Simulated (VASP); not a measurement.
# Ti3Al (P6_3/mmc) in VASP: relaxation of cell and atoms with LDA

Aim: the relaxation of cell and atoms of Ti3Al with LDA.

Program: VASP 6.6.1. These are calculated values, not measurements. Logs are shortened: lines on timing, memory, paths and dates and some standing lists are left out, and cuts for length are marked.

## 1. The cell of the first run

It takes space group P6_3/mmc (No. 194, hexagonal). Conventional cell: a = 5.616 Å, b = 5.616 Å, c = 4.566 Å, α = 90.00°, β = 90.00°, γ = 120.00°. Ti (site symmetry mm2) has 8 Ti at 2.76 to 2.86 Å and 4 Al at 2.78 to 2.81 Å within 3.6 Å. Al (site symmetry -6m2) has 12 Ti at 2.78 to 2.81 Å within 3.7 Å.

## 2. Relaxation of cell and atoms, LDA

The input, INCAR:

```
SYSTEM = Ti3Al
  ALGO = Normal
  EDIFF = 1E-7
  EDIFFG = -0.001
  ENCUT = 500
  GGA = CA
  GGA_COMPAT = .FALSE.
  IBRION = 2
  ISIF = 3
  ISMEAR = -1
  LASPH = .TRUE.
  LCHARG = .FALSE.
  LREAL = .FALSE.
  LWAVE = .FALSE.
  NELM = 120
  NELMIN = 4
  NSW = 80
  PREC = Accurate
  SIGMA = 0.15
```

The input, KPOINTS:

```
k-points
0
G
  9 9 8
  0 0 0
```

The input, POSCAR:

```
Ti3Al
1.0
    5.6158743717      0.0000000000      0.0000000000
   -2.8079371858      4.8634898703      0.0000000000
    0.0000000000      0.0000000000      4.5663285857
Ti Al
6 2
Direct
    0.8302520598      0.6605041197      0.2500000000
    0.1697479402      0.8302520598      0.7500000000
    0.3394958803      0.1697479402      0.2500000000
    0.1697479402      0.3394958803      0.7500000000
    0.8302520598      0.1697479402      0.2500000000
    0.6605041197      0.8302520598      0.7500000000
    0.3333333333      0.6666666667      0.2500000000
    0.6666666667      0.3333333333      0.7500000000
```

Potentials or basis: VASP PAW LDA potentials, release 64 (Ti_sv, Al).

Launch:

```bash
> cat potpaw_LDA.64/Ti_sv/POTCAR potpaw_LDA.64/Al/POTCAR > POTCAR
> mpirun -np 1 vasp_std > vasp.out
```

OUTCAR:

```text
SYSTEM = Ti3Al
   EDIFF = 1E-7
   EDIFFG = -0.001
   ENCUT = 500
   GGA = CA
   IBRION = 2
   ISIF = 3
   ISMEAR = -1
   LASPH = .TRUE.
   LREAL = .FALSE.
   NELM = 120
   NELMIN = 4
   NSW = 80
   PREC = Accurate

 ion  position               nearest neighbor table
   1  0.830  0.661  0.250-   5 2.76   3 2.76   8 2.78   8 2.78   7 2.81   7 2.81   6 2.82   6 2.82
                             2 2.82   2 2.82   5 2.86   3 2.86
   2  0.170  0.830  0.750-   4 2.76   6 2.76   7 2.78   7 2.78   8 2.81   8 2.81   3 2.82   3 2.82
                             1 2.82   1 2.82   4 2.86   6 2.86
   3  0.339  0.170  0.250-   1 2.76   5 2.76   8 2.78   8 2.78   7 2.81   7 2.81   4 2.82   4 2.82
                             2 2.82   2 2.82   1 2.86   5 2.86
   4  0.170  0.339  0.750-   2 2.76   6 2.76   7 2.78   7 2.78   8 2.81   8 2.81   3 2.82   3 2.82
                             5 2.82   5 2.82   2 2.86   6 2.86
   5  0.830  0.170  0.250-   1 2.76   3 2.76   8 2.78   8 2.78   7 2.81   7 2.81   6 2.82   6 2.82
                             4 2.82   4 2.82   1 2.86   3 2.86
   6  0.661  0.830  0.750-   4 2.76   2 2.76   7 2.78   7 2.78   8 2.81   8 2.81   1 2.82   1 2.82
                             5 2.82   5 2.82   4 2.86   2 2.86
   7  0.333  0.667  0.250-   2 2.78   2 2.78   4 2.78   4 2.78   6 2.78   6 2.78   3 2.81   3 2.81
                             5 2.81   5 2.81   1 2.81   1 2.81
   8  0.667  0.333  0.750-   5 2.78   5 2.78   1 2.78   1 2.78   3 2.78   3 2.78   6 2.81   6 2.81
                             2 2.81   2 2.81   4 2.81   4 2.81

  LATTYP: Found a hexagonal cell.
 ALAT       =     5.6158743717
 C/A-ratio  =     0.8131108859

  Lattice vectors:

 A1 = (   5.6158743717,   0.0000000000,   0.0000000000)
 A2 = (  -2.8079371858,   4.8634898703,   0.0000000000)
 A3 = (   0.0000000000,   0.0000000000,   4.5663285857)

Analysis of symmetry for initial positions (statically):
=====================================================================
 Subroutine PRICEL returns:
 Original cell was already a primitive cell.

 Routine SETGRP: Setting up the symmetry group for a
 hexagonal supercell.

 Subroutine GETGRP returns: Found 24 space group operations
 (whereof 12 operations were pure point group operations)
 out of a pool of 24 trial point group operations.

The static configuration has the point symmetry D_3d.
 The point group associated with its full space group is D_6h.

Analysis of symmetry for dynamics (positions and initial velocities):
=====================================================================
 Subroutine PRICEL returns:
 Original cell was already a primitive cell.

 Routine SETGRP: Setting up the symmetry group for a
 hexagonal supercell.

 Subroutine GETGRP returns: Found 24 space group operations
 (whereof 12 operations were pure point group operations)
 out of a pool of 24 trial point group operations.

The dynamic configuration has the point symmetry D_3d.
 The point group associated with its full space group is D_6h.

 Subroutine INISYM returns: Found 24 space group operations
 (whereof 12 operations are pure point group operations),
 and found     1 'primitive' translations

----------------------------------------------------------------------------------------

                                     Primitive cell

  volume of cell :     124.7190

  direct lattice vectors                    reciprocal lattice vectors
     5.615874372  0.000000000  0.000000000     0.178066661  0.102806835  0.000000000
    -2.807937186  4.863489870  0.000000000     0.000000000  0.205613670  0.000000000
     0.000000000  0.000000000  4.566328586     0.000000000  0.000000000  0.218994315

  length of vectors
     5.615874372  5.615874372  4.566328586     0.205613670  0.205613670  0.218994315

  position of ions in fractional coordinates (direct lattice)
     0.830252060  0.660504120  0.250000000
     0.169747940  0.830252060  0.750000000
     0.339495880  0.169747940  0.250000000
     0.169747940  0.339495880  0.750000000
     0.830252060  0.169747940  0.250000000
     0.660504120  0.830252060  0.750000000
     0.333333333  0.666666667  0.250000000
     0.666666667  0.333333333  0.750000000

  ion indices of the primitive-cell ions
   primitive index   ion index
                 1           1
                 2           2
                 3           3
                 4           4
                 5           5
                 6           6
                 7           7
                 8           8

----------------------------------------------------------------------------------------

 KPOINTS: k-points

Automatic generation of k-mesh.
 Grid dimensions read from file:
 generate k-points for:    9    9    8

 Generating k-lattice:

  Cartesian coordinates                     Fractional coordinates (reciprocal lattice)
     0.019785185  0.011422982  0.000000000     0.111111111 -0.000000000  0.000000000
     0.000000000  0.022845963  0.000000000     0.000000000  0.111111111  0.000000000
     0.000000000  0.000000000  0.027374289     0.000000000  0.000000000  0.125000000

  Length of vectors
     0.022845963  0.022845963  0.027374289

  Shift w.r.t. Gamma in fractional coordinates (k-lattice)
     0.000000000  0.000000000  0.000000000

 Subroutine IBZKPT returns following result:
 ===========================================

 Found     60 irreducible k-points:

 Following reciprocal coordinates:
            Coordinates               Weight
  0.000000  0.000000  0.000000      1.000000
  0.111111  0.000000  0.000000      6.000000
  0.222222  0.000000  0.000000      6.000000
  0.333333  0.000000  0.000000      6.000000
  0.444444  0.000000  0.000000      6.000000
  0.111111  0.111111  0.000000      6.000000
[... 16 lines left out ...]
  0.333333  0.222222  0.125000     24.000000
  0.333333  0.333333  0.125000      4.000000
 [... further k-points ...]
   k-points           NKPTS =     60   k-points in BZ     NKDIM =     60   number of bands    NBANDS=     46
   number of dos      NEDOS =    301   number of ions     NIONS =      8
   total plane-waves  NPLWV =  63504
   dimension x,y,z NGX =    42 NGY =   42 NGZ =   36
   dimension x,y,z NGXF=    84 NGYF=   84 NGZF=   72
   ions per type =               6   2
   NGX,Y,Z   is equivalent  to a cutoff of  12.43, 12.43, 13.11 a.u.
   NGXF,Y,Z  is equivalent  to a cutoff of  24.87, 24.87, 26.21 a.u.
 SYSTEM =  Ti3Al
   PREC   = accura    normal or accurate (medium, high low for compatibility)
   ISTART =      0    job   : 0-new  1-cont  2-samecut
   ICHARG =      2    charge: 1-file 2-atom 10-const
   ISPIN  =      1    spin polarized calculation?
   LNONCOLLINEAR =      F non collinear calculations
   LSORBIT =      F    spin-orbit coupling
   LASPH  =      T    aspherical Exc in radial PAW
   ENCUT  =  500.0 eV  36.75 Ry    6.06 a.u.  10.24 10.24  8.33*2*pi/ulx,y,z
   NELM   =    120;   NELMIN=  4; NELMDL= -5     # of ELM steps
   EDIFF  = 0.1E-06   stopping-criterion for ELM
   LREAL  =      F    real-space projection
   EDIFFG = -.1E-02   stopping-criterion for IOM
   NSW    =     80    number of steps for IOM
   IBRION =      2    ionic relax: 0-MD 1-quasi-New 2-CG
   NFREE  =      1    steps in history (QN), initial steepest desc. (CG)
   ISIF   =      3    stress and relaxation
   ISYM   =      2    0-nonsym 1-usesym 2-fastsym
   POTIM  = 0.5000    time-step for ionic-motion
   TEBEG  =    0.0;   TEEND  =   0.0 temperature during run
   PSTRESS=    0.0 pullay stress
   NELECT =      78.0000    total number of electrons
   NUPDOWN=      -1.0000    fix difference up-down
   EMIN   =  10.00;   EMAX   =-10.00  energy-range for DOS
   EFERMI =   0.00;   METHOD = LEGACY
   ISMEAR =    -1;   SIGMA  =   0.15  broadening in eV -4-tet -1-fermi 0-gaus
   EFERMI_NEDOS =   21; number of points for ismear=-14 and -15
   IALGO  =     38    algorithm
   IMIX   =      4    mixing-type and parameters
     AMIX     =   0.40;   BMIX     =  1.00
     AMIX_MAG =   1.60;   BMIX_MAG =  1.00
  volume/ion in A,a.u.               =      15.59       105.21
  Fermi-wavevector in a.u.,A,eV,Ry     =   1.400003  2.645621 26.667518  1.960007
  Thomas-Fermi vector in A             =   2.523006
   LORBIT       =      0    0 simple, 1 ext, 2 COOP (PROOUT), +10 PAW based schemes
   GGA     = CA    functional components
   LHFCALC =     F    Hartree Fock is set to
   AEXX    =    0.0000 exact exchange contribution
   IVDW    =     0    specifies the selected vdW correction
   LEPSILON=     F    determine dielectric tensor
   LRPA    =     F    only Hartree local field effects (RPA)
 conjugate gradient relaxation of ions
 non-spin polarized calculation
  energy-cutoff  :      500.00
  volume of cell :      124.72
 maximum number of plane-waves:      3185
 NGX is ok and might be reduce to    42
   NGX = 21   NGY = 21   NGZ = 17

--------------------------------------- Ionic step        1  -------------------------------------------

 number of electron      78.0000011 magnetization

 Free energy of the ion-electron system (eV)
  ---------------------------------------------------
  ext. energy  EPLUGINS =         0.00000000
  ---------------------------------------------------
  free energy    TOTEN  =       -62.26955610 eV

  energy without entropy =      -61.69990969  energy(sigma->0) =      -61.98473290

------------------------ aborting loop because EDIFF is reached ----------------------------------------

  FORCE on cell =-STRESS in cart. coord.  units (eV):
  Direction    XX          YY          ZZ          XY          YZ          ZX
  --------------------------------------------------------------------------------------
  -------------------------------------------------------------------------------------
  Total        0.3804868      0.3804868      0.2132595      0.0000000      0.0000000      0.0000000
  in kB        4.8878470      4.8878470      2.7395949      0.0000000      0.0000000      0.0000000
  external PRESSURE =       4.1717630 kB  Pullay stress =       0.0000000 kB
[... 279 lines left out ...]
  energy  without entropy=      -61.6964601001  energy(sigma->0) =      -61.98353879

--------------------------------------- Ionic step        8  -------------------------------------------

 number of electron      78.0000012 magnetization

 Free energy of the ion-electron system (eV)
  ---------------------------------------------------
  ext. energy  EPLUGINS =         0.00000000
  ---------------------------------------------------
  free energy    TOTEN  =       -62.27061974 eV

  energy without entropy =      -61.69645944  energy(sigma->0) =      -61.98353959

 E-fermi :   8.7226     XC(G=0): -11.8618

 val. band max:        8.7058229016   @ k =   0.4444   0.0000   0.5000
 cond. band min:       8.7414276024   @ k =   0.1111   0.0000   0.0000
 fundamental gap:      0.0356047007
 Fermi energy:         8.7225649372

 k-point     1 :       0.0000    0.0000    0.0000
  band No.  band energies     occupation
      1     -47.1232      2.00000
      2     -46.9967      2.00000
      3     -46.9934      2.00000
      4     -46.9934      2.00000
      5     -46.9328      2.00000
      6     -46.9328      2.00000
[... 1165 lines left out ...]
     45       9.7244      0.00251
     46      10.0858      0.00023

 [... further k-points ...]
[... 5 lines left out ...]
  --------------------------------------------------------------------------------------
  -------------------------------------------------------------------------------------
  Total       -0.0022565     -0.0022565      0.0009550     -0.0000000      0.0000000     -0.0000000
  in kB       -0.0288907     -0.0288907      0.0122276     -0.0000000      0.0000000     -0.0000000
  external PRESSURE =      -0.0151846 kB  Pullay stress =       0.0000000 kB
[... 23 lines left out ...]
  FREE ENERGIE OF THE ION-ELECTRON SYSTEM (eV)
  ---------------------------------------------------
  free  energy   TOTEN  =       -62.2706197360 eV

  energy  without entropy=      -61.6964594410  energy(sigma->0) =      -61.98353959

 reached required accuracy - stopping structural energy minimisation
```

Wall time 52 min (1 thread of Intel Xeon 8259CL, shared host); peak memory 0.37 GiB.

Results:

```yaml
Free_energy: -62.2706 eV
Relaxed_volume: 15.64 Å³/atom
Relaxed_cell: a = 5.625 Å, b = 5.625 Å, c = 4.567 Å, α = 90.00°, β = 90.00°, γ = 120.00°
Space_group_after_relaxing_to_0.1_Å: P6_3/mmc (No. 194)
Energy_gained_by_relaxing: 0.1 meV/atom
Ionic_steps: 8
Pressure_after_relaxing: 0.0 GPa
Band_gap_on_the_k_mesh: zero (bands 39 and 40 overlap by 0.27 eV)
```

Step by step:
```tsv
step	energy change (eV)	largest force (eV/Å)	pressure (GPa)	volume (Å³)
1	0.0000	0.0413	0.42	124.72
2	-0.0006	0.0183	-0.32	125.45
3	-0.0008	0.0259	-0.08	125.21
4	-0.0010	0.0095	-0.03	125.16
5	-0.0011	0.0003	0.00	125.13
6	-0.0011	0.0014	0.00	125.14
7	-0.0011	0.0019	0.00	125.14
8	-0.0011	0.0004	0.00	125.14
```

Final structure:
```yaml
crystal:
  lattice:
    - [5.62511, 0.00000, 0.00000]
    - [-2.81255, 4.87149, 0.00000]
    - [0.00000, 0.00000, 4.56667]
  atoms:
    - { symbol: Ti, position: [0.83061, 0.66122, 0.25000] }
    - { symbol: Ti, position: [0.16939, 0.83061, 0.75000] }
    - { symbol: Ti, position: [0.33878, 0.16939, 0.25000] }
    - { symbol: Ti, position: [0.16939, 0.33878, 0.75000] }
    - { symbol: Ti, position: [0.83061, 0.16939, 0.25000] }
    - { symbol: Ti, position: [0.66122, 0.83061, 0.75000] }
    - { symbol: Al, position: [0.33333, 0.66667, 0.25000] }
    - { symbol: Al, position: [0.66667, 0.33333, 0.75000] }
```
